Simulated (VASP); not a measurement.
# TiAl (P4/mmm) in VASP: further runs

Runs on TiAl. Level: PBE. Tasks: relaxation of cell and atoms.

All numbers are computed with VASP 6.6.1; they aren't measurements. Logs are shortened: lines on timing, memory, paths and dates and some standing lists are left out, and cuts for length are marked.

## (1) The cell of the first run

The structure is tetragonal, space group P4/mmm (No. 123). The conventional cell has a = 2.811 Å, b = 2.811 Å, c = 4.066 Å, α = 90.00°, β = 90.00°, γ = 90.00°. Within 3.7 Å of Ti (site symmetry 4/mmm) lie 4 Ti at 2.81 Å and 8 Al at 2.84 Å. Al (site symmetry 4/mmm) has 4 Al at 2.81 Å and 8 Ti at 2.84 Å within 3.7 Å.

## (2) Relaxation of cell and atoms, PBE

The input, INCAR:

```
PREC = Accurate ; ENCUT = 600
EDIFF = 1E-6 ; ISMEAR = 0
SIGMA = 0.1 ; LREAL = False
LASPH = True ; NELM = 80
ALGO = Fast ; ISIF = 3
LWAVE = False ; LCHARG = False
GGA = PE ; IBRION = 2
NSW = 100 ; EDIFFG = -0.002
```

The input, KPOINTS:

```
regular mesh
0
Gamma
  12 12 10
```

The input, POSCAR:

```
TiAl
1.0
    2.8107518100      0.0000000000      0.0000000000
    0.0000000000      2.8107518100      0.0000000000
    0.0000000000      0.0000000000      4.0664219200
Ti Al
1 1
Direct
    0.5000000000      0.5000000000      0.5000000000
    0.0000000000      0.0000000000      0.0000000000
```

Potentials or basis: VASP PAW PBE potentials, release 64 (Ti_sv, Al).

On the command line:

```bash
> cat potpaw_PBE.64/Ti_sv/POTCAR potpaw_PBE.64/Al/POTCAR > POTCAR
> mpirun -np 1 vasp_std > vasp.out
```

OUTCAR:

```text
PREC = Accurate
   ENCUT = 600
   EDIFF = 1E-6
   ISMEAR = 0
   LREAL = False
   LASPH = True
   NELM = 80
   ISIF = 3
   GGA = PE
   IBRION = 2
   NSW = 100
   EDIFFG = -0.002

 ion  position               nearest neighbor table
   1  0.500  0.500  0.500-   2 2.84   2 2.84   2 2.84   2 2.84   2 2.84   2 2.84   2 2.84   2 2.84

   2  0.000  0.000  0.000-   1 2.84   1 2.84   1 2.84   1 2.84   1 2.84   1 2.84   1 2.84   1 2.84

  LATTYP: Found a simple tetragonal cell.
 ALAT       =     2.8107518100
 C/A-ratio  =     1.4467381665

  Lattice vectors:

 A1 = (   2.8107518100,   0.0000000000,   0.0000000000)
 A2 = (   0.0000000000,   2.8107518100,   0.0000000000)
 A3 = (   0.0000000000,   0.0000000000,   4.0664219200)

Analysis of symmetry for initial positions (statically):
=====================================================================
 Subroutine PRICEL returns:
 Original cell was already a primitive cell.

 Routine SETGRP: Setting up the symmetry group for a
 simple tetragonal supercell.

 Subroutine GETGRP returns: Found 16 space group operations
 (whereof 16 operations were pure point group operations)
 out of a pool of 16 trial point group operations.

The static configuration has the point symmetry D_4h.

Analysis of symmetry for dynamics (positions and initial velocities):
=====================================================================
 Subroutine PRICEL returns:
 Original cell was already a primitive cell.

 Routine SETGRP: Setting up the symmetry group for a
 simple tetragonal supercell.

 Subroutine GETGRP returns: Found 16 space group operations
 (whereof 16 operations were pure point group operations)
 out of a pool of 16 trial point group operations.

The dynamic configuration has the point symmetry D_4h.

 Subroutine INISYM returns: Found 16 space group operations
 (whereof 16 operations are pure point group operations),
 and found     1 'primitive' translations

----------------------------------------------------------------------------------------

                                     Primitive cell

  volume of cell :      32.1261

  direct lattice vectors                    reciprocal lattice vectors
     2.810751810  0.000000000  0.000000000     0.355776699  0.000000000  0.000000000
     0.000000000  2.810751810  0.000000000     0.000000000  0.355776699  0.000000000
     0.000000000  0.000000000  4.066421920     0.000000000  0.000000000  0.245916439

  length of vectors
     2.810751810  2.810751810  4.066421920     0.355776699  0.355776699  0.245916439

  position of ions in fractional coordinates (direct lattice)
     0.500000000  0.500000000  0.500000000
     0.000000000  0.000000000  0.000000000

  ion indices of the primitive-cell ions
   primitive index   ion index
                 1           1
                 2           2

----------------------------------------------------------------------------------------

 KPOINTS: regular mesh

Automatic generation of k-mesh.
 Grid dimensions read from file:
 generate k-points for:   12   12   10

 Generating k-lattice:

  Cartesian coordinates                     Fractional coordinates (reciprocal lattice)
     0.029648058  0.000000000  0.000000000     0.083333333  0.000000000  0.000000000
     0.000000000  0.029648058  0.000000000     0.000000000  0.083333333  0.000000000
     0.000000000  0.000000000  0.024591644     0.000000000  0.000000000  0.100000000

  Length of vectors
     0.029648058  0.029648058  0.024591644

  Shift w.r.t. Gamma in fractional coordinates (k-lattice)
     0.000000000  0.000000000  0.000000000

 Subroutine IBZKPT returns following result:
 ===========================================

 Found    168 irreducible k-points:

 Following reciprocal coordinates:
            Coordinates               Weight
  0.000000  0.000000  0.000000      1.000000
  0.083333  0.000000  0.000000      4.000000
  0.166667  0.000000  0.000000      4.000000
  0.250000  0.000000  0.000000      4.000000
  0.333333  0.000000  0.000000      4.000000
  0.416667  0.000000  0.000000      4.000000
[... 16 lines left out ...]
  0.333333  0.333333  0.000000      4.000000
  0.416667  0.333333  0.000000      8.000000
 [... further k-points ...]
   k-points           NKPTS =    168   k-points in BZ     NKDIM =    168   number of bands    NBANDS=     11
   number of dos      NEDOS =    301   number of ions     NIONS =      2
   total plane-waves  NPLWV =  18432
   dimension x,y,z NGX =    24 NGY =   24 NGZ =   32
   dimension x,y,z NGXF=    48 NGYF=   48 NGZF=   64
   ions per type =               1   1
   NGX,Y,Z   is equivalent  to a cutoff of  14.20, 14.20, 13.08 a.u.
   NGXF,Y,Z  is equivalent  to a cutoff of  28.39, 28.39, 26.16 a.u.
 SYSTEM =  unknown system
   PREC   = accura    normal or accurate (medium, high low for compatibility)
   ISTART =      0    job   : 0-new  1-cont  2-samecut
   ICHARG =      2    charge: 1-file 2-atom 10-const
   ISPIN  =      1    spin polarized calculation?
   LNONCOLLINEAR =      F non collinear calculations
   LSORBIT =      F    spin-orbit coupling
   LASPH  =      T    aspherical Exc in radial PAW
   ENCUT  =  600.0 eV  44.10 Ry    6.64 a.u.   5.61  5.61  8.12*2*pi/ulx,y,z
   NELM   =     80;   NELMIN=  2; NELMDL= -5     # of ELM steps
   EDIFF  = 0.1E-05   stopping-criterion for ELM
   LREAL  =      F    real-space projection
   EDIFFG = -.2E-02   stopping-criterion for IOM
   NSW    =    100    number of steps for IOM
   IBRION =      2    ionic relax: 0-MD 1-quasi-New 2-CG
   NFREE  =      1    steps in history (QN), initial steepest desc. (CG)
   ISIF   =      3    stress and relaxation
   ISYM   =      2    0-nonsym 1-usesym 2-fastsym
   POTIM  = 0.5000    time-step for ionic-motion
   TEBEG  =    0.0;   TEEND  =   0.0 temperature during run
   PSTRESS=    0.0 pullay stress
   NELECT =      15.0000    total number of electrons
   NUPDOWN=      -1.0000    fix difference up-down
   EMIN   =  10.00;   EMAX   =-10.00  energy-range for DOS
   EFERMI =   0.00;   METHOD = LEGACY
   ISMEAR =     0;   SIGMA  =   0.10  broadening in eV -4-tet -1-fermi 0-gaus
   EFERMI_NEDOS =   21; number of points for ismear=-14 and -15
   IALGO  =     68    algorithm
   IMIX   =      4    mixing-type and parameters
     AMIX     =   0.40;   BMIX     =  1.00
     AMIX_MAG =   1.60;   BMIX_MAG =  1.00
  volume/ion in A,a.u.               =      16.06       108.40
  Fermi-wavevector in a.u.,A,eV,Ry     =   1.270046  2.400039 21.946425  1.613017
  Thomas-Fermi vector in A             =   2.403054
   LORBIT       =      0    0 simple, 1 ext, 2 COOP (PROOUT), +10 PAW based schemes
   GGA     = PE    functional components
   LHFCALC =     F    Hartree Fock is set to
   AEXX    =    0.0000 exact exchange contribution
   IVDW    =     0    specifies the selected vdW correction
   LEPSILON=     F    determine dielectric tensor
   LRPA    =     F    only Hartree local field effects (RPA)
 conjugate gradient relaxation of ions
 non-spin polarized calculation
 RMM-DIIS sequential band-by-band and
 Gauss-broadening in eV      SIGMA  =   0.10
  energy-cutoff  :      600.00
  volume of cell :       32.13
 maximum number of plane-waves:      1104
 NGX is ok and might be reduce to    24
   NGX = 11   NGY = 11   NGZ = 17

--------------------------------------- Ionic step        1  -------------------------------------------

 number of electron      14.9999999 magnetization

 Free energy of the ion-electron system (eV)
  ---------------------------------------------------
  ext. energy  EPLUGINS =         0.00000000
  ---------------------------------------------------
  free energy    TOTEN  =       -12.39667609 eV

  energy without entropy =      -12.38830181  energy(sigma->0) =      -12.39248895

------------------------ aborting loop because EDIFF is reached ----------------------------------------

  FORCE on cell =-STRESS in cart. coord.  units (eV):
  Direction    XX          YY          ZZ          XY          YZ          ZX
  --------------------------------------------------------------------------------------
  -------------------------------------------------------------------------------------
  Total        0.2604350      0.2604350      0.1591167      0.0000000     -0.0000000      0.0000000
  in kB       12.9883041     12.9883041      7.9354016      0.0000000     -0.0000000      0.0000000
  external PRESSURE =      11.3040032 kB  Pullay stress =       0.0000000 kB
[... 89 lines left out ...]
  FREE ENERGIE OF THE ION-ELECTRON SYSTEM (eV)
  ---------------------------------------------------
  free  energy   TOTEN  =       -12.3978941859 eV

  energy  without entropy=      -12.3894321027  energy(sigma->0) =      -12.39366314

[... ionic steps 4 to 8 ...]

--------------------------------------- Ionic step        9  -------------------------------------------

 number of electron      14.9999999 magnetization

------------------------ aborting loop because EDIFF is reached ----------------------------------------
[... 67 lines left out ...]
--------------------------------------- Ionic step       11  -------------------------------------------

 number of electron      14.9999999 magnetization

 Free energy of the ion-electron system (eV)
  ---------------------------------------------------
  ext. energy  EPLUGINS =         0.00000000
  ---------------------------------------------------
  free energy    TOTEN  =       -12.39798894 eV

  energy without entropy =      -12.38950505  energy(sigma->0) =      -12.39374699

 E-fermi :   8.3024     XC(G=0): -11.0343

 val. band max:        8.3007441398   @ k =   0.3333   0.2500   0.1000
 cond. band min:       8.3106691487   @ k =   0.4167   0.1667   0.4000
 fundamental gap:      0.0099250089
 Fermi energy:         8.3023900030

 k-point     1 :       0.0000    0.0000    0.0000
  band No.  band energies     occupation
      1     -48.3198      2.00000
      2     -24.7145      2.00000
      3     -24.2754      2.00000
      4     -24.2754      2.00000
      5      -0.7156      2.00000
      6       6.4568      2.00000
      7       7.4729      2.00000
      8       7.9719      2.00000
      9      10.4621      0.00000
     10      10.4621      0.00000
     11      11.6020      0.00000
[... 309 lines left out ...]
 k-point    24 :       0.4167    0.3333    0.0000
  band No.  band energies     occupation
      1     -48.2248      2.00000
      2     -24.6666      2.00000
      3     -24.6215      2.00000
      4     -24.5740      2.00000
      5       4.1079      2.00000
      6       6.3392      2.00000
      7       7.6628      2.00000
      8       8.1402      1.97817
      9       8.5339      0.00106
     10       9.5253      0.00000
     11      12.0221      0.00000

 [... further k-points ...]

------------------------ aborting loop because EDIFF is reached ----------------------------------------

  FORCE on cell =-STRESS in cart. coord.  units (eV):
  Direction    XX          YY          ZZ          XY          YZ          ZX
  --------------------------------------------------------------------------------------
  -------------------------------------------------------------------------------------
  Total       -0.0002532     -0.0002532     -0.0005240      0.0000000     -0.0000000      0.0000000
  in kB       -0.0124968     -0.0124968     -0.0258624      0.0000000     -0.0000000      0.0000000
  external PRESSURE =      -0.0169520 kB  Pullay stress =       0.0000000 kB
[... 17 lines left out ...]
  FREE ENERGIE OF THE ION-ELECTRON SYSTEM (eV)
  ---------------------------------------------------
  free  energy   TOTEN  =       -12.3979889377 eV

  energy  without entropy=      -12.3895050466  energy(sigma->0) =      -12.39374699

 reached required accuracy - stopping structural energy minimisation
```

Run time: 2.5 min. Hardware: 1 thread of Intel Xeon 6975P-C (Granite Rapids), shared host; peak memory 0.22 GiB.

What came out:

- Free energy: -12.3980 eV
- Relaxed volume: 16.23 Å³/atom
- Relaxed cell: a = 2.826 Å, b = 2.826 Å, c = 4.065 Å, α = 90.00°, β = 90.00°, γ = 90.00°
- Space group after relaxing (to 0.1 Å): P4/mmm (No. 123)
- Energy gained by relaxing: 0.7 meV/atom
- Ionic steps: 11
- Pressure after relaxing: 0.0 GPa
- Band gap on the k mesh: zero (an odd number of electrons rules out a gap without spin polarisation)

Step by step:
| step | energy change (eV) | largest force (eV/Å) | pressure (GPa) | volume (Å³) |
| --- | --- | --- | --- | --- |
| 1 | 0.0000 | 0.0000 | 1.13 | 32.13 |
| 2 | -0.0008 | 0.0000 | -0.71 | 32.66 |
| 3 | -0.0012 | 0.0000 | -0.06 | 32.46 |
| 4 | -0.0012 | 0.0000 | -0.04 | 32.45 |
| 5 | -0.0013 | 0.0000 | -0.05 | 32.44 |
| 6 | -0.0013 | 0.0000 | 0.03 | 32.43 |
| 7 | -0.0013 | 0.0000 | 0.06 | 32.44 |
| 8 | -0.0013 | 0.0000 | 0.02 | 32.44 |
| 9 | -0.0013 | 0.0000 | 0.02 | 32.44 |
| 10 | -0.0013 | 0.0000 | 0.04 | 32.44 |
| 11 | -0.0013 | 0.0000 | 0.00 | 32.46 |

Final structure:
```
CELL_PARAMETERS angstrom
2.82569 0.00000 0.00000
0.00000 2.82569 0.00000
0.00000 0.00000 4.06544
ATOMIC_POSITIONS crystal
Ti 0.50000 0.50000 0.50000
Al 0.00000 0.00000 0.00000
```

(Continued in part 2 of 2.)
